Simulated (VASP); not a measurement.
Ru3Pt:

```
Ru Pt
1.0
     4.78595    0.00000    0.00000
     0.00000    4.78595    0.00000
     0.00000    0.00000    4.78595
Ru Pt
6 2
Direct
  0.25000 0.00000 0.50000
  0.75000 0.00000 0.50000
  0.50000 0.25000 0.00000
  0.50000 0.75000 0.00000
  0.00000 0.50000 0.25000
  0.00000 0.50000 0.75000
  0.00000 0.00000 0.00000
  0.50000 0.50000 0.50000
```

The cell was built from a structure type or drawn by symmetry, and may not be a known phase.

```yaml
Program: VASP 6.6.1
Task: relaxation of cell and atoms
Functional: PBE
Potentials_or_basis: VASP PAW PBE potentials, release 64 (Ru_pv, Pt)
Cutoff: 600 eV
k_mesh: 4 × 4 × 4
Occupations: gaussian, width 0.1 eV
Spin: no spin polarisation
```

At the start: pressure 20.2 GPa; volume 13.70 Å³/atom.

Problem. How do energy, volume and symmetry change on relaxing?

Solution. Over 4 steps the energy falls by 52.5 meV/atom and the volume is 14.60 Å³/atom (+6.5 %); space group Pm-3n (No. 223, to 0.1 Å) before and after.

Step by step:
| step | energy change (eV) | largest force (eV/Å) | pressure (GPa) | volume (Å³) |
| --- | --- | --- | --- | --- |
| 1 | 0.0000 | 0.0000 | 20.24 | 109.62 |
| 2 | 2.2379 | 0.0000 | -31.16 | 139.44 |
| 3 | -0.4179 | 0.0000 | -1.25 | 117.25 |
| 4 | -0.4200 | 0.0000 | -0.14 | 116.77 |

Final structure:
```cif
data_structure
_symmetry_space_group_name_H-M 'P 1'
_symmetry_Int_Tables_number 1
_cell_length_a 4.8877
_cell_length_b 4.8877
_cell_length_c 4.8877
_cell_angle_alpha 90.000
_cell_angle_beta 90.000
_cell_angle_gamma 90.000
_cell_volume 116.77
loop_
_atom_site_label
_atom_site_type_symbol
_atom_site_fract_x
_atom_site_fract_y
_atom_site_fract_z
_atom_site_occupancy
Ru1 Ru 0.25000 0.00000 0.50000 1
Ru2 Ru 0.75000 0.00000 0.50000 1
Ru3 Ru 0.50000 0.25000 0.00000 1
Ru4 Ru 0.50000 0.75000 0.00000 1
Ru5 Ru 0.00000 0.50000 0.25000 1
Ru6 Ru 0.00000 0.50000 0.75000 1
Pt1 Pt 0.00000 0.00000 0.00000 1
Pt2 Pt 0.50000 0.50000 0.50000 1
```
